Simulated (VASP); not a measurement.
# CsMgF3 (Pm-3m) in VASP: single point with LDA

Aim: the single point of CsMgF3 with LDA.

All numbers are computed with VASP 6.6.1; they aren't measurements. Logs are shortened: lines on timing, memory, paths and dates and some standing lists are left out, and cuts for length are marked.

## 1. The cell of the first run

The structure is cubic, space group Pm-3m (No. 221). Conventional cell: a = 4.252 Å, b = 4.252 Å, c = 4.252 Å, α = 90.00°, β = 90.00°, γ = 90.00°. Within 4.0 Å of Cs (site symmetry m-3m) lie 12 F at 3.01 Å and 8 Mg at 3.68 Å. Within 2.8 Å of Mg (site symmetry m-3m) lie 6 F at 2.13 Å. Within 2.8 Å of F (site symmetry 4/mmm) lie 2 Mg at 2.13 Å.

## 2. Single point, LDA

Input file INCAR:

```
PREC     = Accurate       # precision mode
ENCUT    = 600            # plane-wave cutoff, eV
EDIFF    = 1E-6           # SCF threshold, eV
ISMEAR   = 0              # smearing method
SIGMA    = 0.01           # smearing width, eV
LREAL    = F              # projectors in reciprocal space
LASPH    = T              # aspherical terms in the spheres
NELM     = 120            # most SCF steps
ALGO     = Normal         # electronic algorithm
ISIF     = 2              # what is computed and relaxed
LWAVE    = F              # write WAVECAR
LCHARG   = T              # write CHGCAR
GGA      = CA             # functional
LELF     = T              # ELF
LVHAR    = T            
NBANDS   = 24             # bands
GGA_COMPAT= F
```

Input file KPOINTS:

```
regular mesh
0
Gamma
  4 4 4
```

Input file POSCAR:

```
CsMgF3
1.0
    4.2523070000      0.0000000000      0.0000000000
    0.0000000000      4.2523070000      0.0000000000
    0.0000000000      0.0000000000      4.2523070000
Cs Mg F
1 1 3
Direct
    0.0000000000      0.0000000000      0.0000000000
    0.5000000000      0.5000000000      0.5000000000
    0.0000000000      0.5000000000      0.5000000000
    0.5000000000      0.0000000000      0.5000000000
    0.5000000000      0.5000000000      0.0000000000
```

Potentials or basis: VASP PAW LDA potentials, release 64 (Cs_sv, Mg, F).

Launch:

```sh
> cat potpaw_LDA.64/Cs_sv/POTCAR potpaw_LDA.64/Mg/POTCAR potpaw_LDA.64/F/POTCAR > POTCAR
> mpirun -np 1 vasp_std > vasp.out
```

OUTCAR:

```text
PREC = Accurate
   ENCUT = 600
   EDIFF = 1E-6
   ISMEAR = 0
   LREAL = F
   LASPH = T
   NELM = 120
   ISIF = 2
   GGA = CA

 ion  position               nearest neighbor table
   1  0.000  0.000  0.000-
   2  0.500  0.500  0.500-   3 2.13   4 2.13   5 2.13   5 2.13   4 2.13   3 2.13
   3  0.000  0.500  0.500-   2 2.13   2 2.13
   4  0.500  0.000  0.500-   2 2.13   2 2.13
   5  0.500  0.500  0.000-   2 2.13   2 2.13

  LATTYP: Found a simple cubic cell.
 ALAT       =     4.2523070000

  Lattice vectors:

 A1 = (   4.2523070000,   0.0000000000,   0.0000000000)
 A2 = (   0.0000000000,   4.2523070000,   0.0000000000)
 A3 = (   0.0000000000,   0.0000000000,   4.2523070000)

Analysis of symmetry for initial positions (statically):
=====================================================================
 Subroutine PRICEL returns:
 Original cell was already a primitive cell.

 Routine SETGRP: Setting up the symmetry group for a
 simple cubic supercell.

 Subroutine GETGRP returns: Found 48 space group operations
 (whereof 48 operations were pure point group operations)
 out of a pool of 48 trial point group operations.

The static configuration has the point symmetry O_h .

Analysis of symmetry for dynamics (positions and initial velocities):
=====================================================================
 Subroutine PRICEL returns:
 Original cell was already a primitive cell.

 Routine SETGRP: Setting up the symmetry group for a
 simple cubic supercell.

 Subroutine GETGRP returns: Found 48 space group operations
 (whereof 48 operations were pure point group operations)
 out of a pool of 48 trial point group operations.

The dynamic configuration has the point symmetry O_h .

 Subroutine INISYM returns: Found 48 space group operations
 (whereof 48 operations are pure point group operations),
 and found     1 'primitive' translations

----------------------------------------------------------------------------------------

                                     Primitive cell

  volume of cell :      76.8907

  direct lattice vectors                    reciprocal lattice vectors
     4.252307000  0.000000000  0.000000000     0.235166464  0.000000000  0.000000000
     0.000000000  4.252307000  0.000000000     0.000000000  0.235166464  0.000000000
     0.000000000  0.000000000  4.252307000     0.000000000  0.000000000  0.235166464

  length of vectors
     4.252307000  4.252307000  4.252307000     0.235166464  0.235166464  0.235166464

  position of ions in fractional coordinates (direct lattice)
     0.000000000  0.000000000  0.000000000
     0.500000000  0.500000000  0.500000000
     0.000000000  0.500000000  0.500000000
     0.500000000  0.000000000  0.500000000
     0.500000000  0.500000000  0.000000000

  ion indices of the primitive-cell ions
   primitive index   ion index
                 1           1
                 2           2
                 3           3
                 4           4
                 5           5

----------------------------------------------------------------------------------------

 KPOINTS: regular mesh

Automatic generation of k-mesh.
 Grid dimensions read from file:
 generate k-points for:    4    4    4

 Generating k-lattice:

  Cartesian coordinates                     Fractional coordinates (reciprocal lattice)
     0.058791616  0.000000000  0.000000000     0.250000000  0.000000000  0.000000000
     0.000000000  0.058791616  0.000000000     0.000000000  0.250000000  0.000000000
     0.000000000  0.000000000  0.058791616     0.000000000  0.000000000  0.250000000

  Length of vectors
     0.058791616  0.058791616  0.058791616

  Shift w.r.t. Gamma in fractional coordinates (k-lattice)
     0.000000000  0.000000000  0.000000000

 Subroutine IBZKPT returns following result:
 ===========================================

 Found     10 irreducible k-points:

 Following reciprocal coordinates:
            Coordinates               Weight
  0.000000  0.000000  0.000000      1.000000
  0.250000  0.000000  0.000000      6.000000
  0.500000  0.000000  0.000000      3.000000
  0.250000  0.250000  0.000000     12.000000
  0.500000  0.250000  0.000000     12.000000
  0.500000  0.500000  0.000000      3.000000
  0.250000  0.250000  0.250000      8.000000
  0.500000  0.250000  0.250000     12.000000
  0.500000  0.500000  0.250000      6.000000
  0.500000  0.500000  0.500000      1.000000
   k-points           NKPTS =     10   k-points in BZ     NKDIM =     10   number of bands    NBANDS=     24
   number of dos      NEDOS =    301   number of ions     NIONS =      5
   total plane-waves  NPLWV =  46656
   dimension x,y,z NGX =    36 NGY =   36 NGZ =   36
   dimension x,y,z NGXF=    72 NGYF=   72 NGZF=   72
   ions per type =               1   1   3
   NGX,Y,Z   is equivalent  to a cutoff of  14.07, 14.07, 14.07 a.u.
   NGXF,Y,Z  is equivalent  to a cutoff of  28.15, 28.15, 28.15 a.u.
 SYSTEM =  unknown system
   PREC   = accura    normal or accurate (medium, high low for compatibility)
   ISTART =      0    job   : 0-new  1-cont  2-samecut
   ICHARG =      2    charge: 1-file 2-atom 10-const
   ISPIN  =      1    spin polarized calculation?
   LNONCOLLINEAR =      F non collinear calculations
   LSORBIT =      F    spin-orbit coupling
   LASPH  =      T    aspherical Exc in radial PAW
   ENCUT  =  600.0 eV  44.10 Ry    6.64 a.u.   8.49  8.49  8.49*2*pi/ulx,y,z
   NELM   =    120;   NELMIN=  2; NELMDL= -5     # of ELM steps
   EDIFF  = 0.1E-05   stopping-criterion for ELM
   LREAL  =      F    real-space projection
[... 7 lines left out ...]
   TEBEG  =    0.0;   TEEND  =   0.0 temperature during run
   PSTRESS=    0.0 pullay stress
   NELECT =      32.0000    total number of electrons
   NUPDOWN=      -1.0000    fix difference up-down
   EMIN   =  10.00;   EMAX   =-10.00  energy-range for DOS
   EFERMI =   0.00;   METHOD = LEGACY
   ISMEAR =     0;   SIGMA  =   0.01  broadening in eV -4-tet -1-fermi 0-gaus
   EFERMI_NEDOS =   21; number of points for ismear=-14 and -15
   IALGO  =     38    algorithm
   IMIX   =      4    mixing-type and parameters
     AMIX     =   0.40;   BMIX     =  1.00
     AMIX_MAG =   1.60;   BMIX_MAG =  1.00
  volume/ion in A,a.u.               =      15.38       103.78
  Fermi-wavevector in a.u.,A,eV,Ry     =   1.222269  2.309754 20.326316  1.493942
  Thomas-Fermi vector in A             =   2.357422
   LORBIT       =      0    0 simple, 1 ext, 2 COOP (PROOUT), +10 PAW based schemes
   GGA     = CA    functional components
   LHFCALC =     F    Hartree Fock is set to
   AEXX    =    0.0000 exact exchange contribution
   IVDW    =     0    specifies the selected vdW correction
   LEPSILON=     F    determine dielectric tensor
   LRPA    =     F    only Hartree local field effects (RPA)
 non-spin polarized calculation
 Gauss-broadening in eV      SIGMA  =   0.01
  energy-cutoff  :      600.00
  volume of cell :       76.89
 maximum number of plane-waves:      2612
 NGX is ok and might be reduce to    36
   NGX = 17   NGY = 17   NGZ = 17

 number of electron      32.0000038 magnetization

 Free energy of the ion-electron system (eV)
  ---------------------------------------------------
  ext. energy  EPLUGINS =         0.00000000
  ---------------------------------------------------
  free energy    TOTEN  =       -26.28359020 eV

  energy without entropy =      -26.28359020  energy(sigma->0) =      -26.28359020

 E-fermi :  -1.3474     XC(G=0): -10.1454

 val. band max:       -1.4227149303   @ k =   0.0000   0.0000   0.0000
 cond. band min:       4.9258713169   @ k =   0.0000   0.0000   0.0000
 fundamental gap:      6.3485862472
 Fermi energy:        -1.3474133174

 k-point     1 :       0.0000    0.0000    0.0000
  band No.  band energies     occupation
      1     -21.0201      2.00000
      2     -20.3847      2.00000
      3     -20.3847      2.00000
      4     -17.9418      2.00000
      5      -5.5557      2.00000
      6      -5.5557      2.00000
[... 16 lines left out ...]
     23      11.1908      0.00000
     24      13.5007      0.00000

 k-point     2 :       0.2500    0.0000    0.0000
  band No.  band energies     occupation
      1     -20.9139      2.00000
      2     -20.4487      2.00000
      3     -20.3818      2.00000
      4     -17.9917      2.00000
      5      -5.4436      2.00000
      6      -5.3462      2.00000
[... 16 lines left out ...]
     23      10.9637      0.00000
     24      13.9070      0.00000

 k-point     3 :       0.5000    0.0000    0.0000
  band No.  band energies     occupation
      1     -20.7303      2.00000
      2     -20.5900      2.00000
      3     -20.3789      2.00000
      4     -18.0416      2.00000
      5      -5.3057      2.00000
      6      -5.0594      2.00000
[... 16 lines left out ...]
     23      12.6433      0.00000
     24      13.0814      0.00000

 k-point     4 :       0.2500    0.2500    0.0000
  band No.  band energies     occupation
      1     -20.8245      2.00000
      2     -20.4587      2.00000
      3     -20.4165      2.00000
      4     -18.0263      2.00000
      5      -5.5921      2.00000
      6      -5.2454      2.00000
[... 16 lines left out ...]
     23      11.3221      0.00000
     24      12.3855      0.00000

 k-point     5 :       0.5000    0.2500    0.0000
  band No.  band energies     occupation
      1     -20.6715      2.00000
      2     -20.5609      2.00000
      3     -20.4222      2.00000
      4     -18.0614      2.00000
      5      -5.5188      2.00000
      6      -5.4166      2.00000
[... 16 lines left out ...]
     23      12.2748      0.00000
     24      12.7279      0.00000

 k-point     6 :       0.5000    0.5000    0.0000
  band No.  band energies     occupation
      1     -20.5472      2.00000
      2     -20.5310      2.00000
      3     -20.5310      2.00000
      4     -18.0819      2.00000
      5      -5.7058      2.00000
      6      -5.7058      2.00000
[... 16 lines left out ...]
     23      12.2021      0.00000
     24      12.2652      0.00000

 k-point     7 :       0.2500    0.2500    0.2500
  band No.  band energies     occupation
      1     -20.7510      2.00000
      2     -20.4541      2.00000
      3     -20.4541      2.00000
      4     -18.0405      2.00000
      5      -5.6487      2.00000
      6      -5.6487      2.00000
[... 16 lines left out ...]
     23      11.6975      0.00000
     24      12.5594      0.00000

 k-point     8 :       0.5000    0.2500    0.2500
  band No.  band energies     occupation
      1     -20.6262      2.00000
      2     -20.5429      2.00000
      3     -20.4495      2.00000
      4     -18.0549      2.00000
      5      -5.7624      2.00000
      6      -5.7079      2.00000
[... 16 lines left out ...]
     23      11.9168      0.00000
     24      12.8180      0.00000

 k-point     9 :       0.5000    0.5000    0.2500
  band No.  band energies     occupation
      1     -20.5329      2.00000
      2     -20.5248      2.00000
      3     -20.5248      2.00000
      4     -18.0483      2.00000
      5      -5.9686      2.00000
      6      -5.9686      2.00000
[... 16 lines left out ...]
     23      12.7332      0.00000
     24      12.8439      0.00000

 k-point    10 :       0.5000    0.5000    0.5000
  band No.  band energies     occupation
      1     -20.5185      2.00000
      2     -20.5185      2.00000
      3     -20.5185      2.00000
      4     -18.0142      2.00000
      5      -6.1883      2.00000
      6      -6.1883      2.00000
[... 16 lines left out ...]
     23      13.7580      0.00000
     24      13.7581      0.00000

------------------------ aborting loop because EDIFF is reached ----------------------------------------

  FORCE on cell =-STRESS in cart. coord.  units (eV):
  Direction    XX          YY          ZZ          XY          YZ          ZX
  --------------------------------------------------------------------------------------
  -------------------------------------------------------------------------------------
  Total       -3.5592932     -3.5592932     -3.5592932     -0.0000000     -0.0000000      0.0000000
  in kB      -74.1652590    -74.1652590    -74.1652590     -0.0000000     -0.0000000      0.0000000
  external PRESSURE =     -74.1652590 kB  Pullay stress =       0.0000000 kB

 VOLUME and BASIS-vectors are now :
 -----------------------------------------------------------------------------
  energy-cutoff  :      600.00
  volume of cell :       76.89
      direct lattice vectors                 reciprocal lattice vectors
     4.252307000  0.000000000  0.000000000     0.235166464  0.000000000  0.000000000
     0.000000000  4.252307000  0.000000000     0.000000000  0.235166464  0.000000000
     0.000000000  0.000000000  4.252307000     0.000000000  0.000000000  0.235166464

 POSITION                                       TOTAL-FORCE (eV/Angst)
 -----------------------------------------------------------------------------------
      0.00000      0.00000      0.00000         0.000000      0.000000      0.000000
      2.12615      2.12615      2.12615         0.000000      0.000000      0.000000
      0.00000      2.12615      2.12615         0.000000      0.000000      0.000000
      2.12615      0.00000      2.12615         0.000000      0.000000      0.000000
      2.12615      2.12615      0.00000         0.000000      0.000000      0.000000
 -----------------------------------------------------------------------------------
    total drift:                                0.000000      0.000000      0.000000

  FREE ENERGIE OF THE ION-ELECTRON SYSTEM (eV)
  ---------------------------------------------------
  free  energy   TOTEN  =       -26.2835901990 eV

  energy  without entropy=      -26.2835901990  energy(sigma->0) =      -26.28359020
```

Run time: 22 s. Hardware: 1 thread of Intel Xeon 8259CL, shared host; peak memory 0.18 GiB.

What came out:

```yaml
Free_energy: -26.2836 eV
Pressure: -7.4 GPa
Band_gap_on_the_k_mesh: 6.35 eV, direct
```

Levels at points of the mesh, in eV from the valence-band top:
| k point | band 14 | band 15 | band 16 | band 17 | band 18 | band 19 |
| --- | --- | --- | --- | --- | --- | --- |
| (0.00, 0.00, 0.00) | 0.00 | 0.00 | 0.00 | 6.35 | 8.40 | 8.40 |
| (0.50, 0.00, 0.00) | -0.66 | -0.43 | -0.43 | 9.07 | 9.21 | 9.51 |
| (0.50, 0.50, 0.00) | -0.21 | -0.18 | -0.18 | 8.84 | 10.42 | 11.68 |
| (0.50, 0.50, 0.50) | -0.17 | -0.17 | -0.17 | 8.63 | 8.63 | 8.63 |

Caveat: spin-orbit coupling is left out, which moves the levels of the heavy elements.
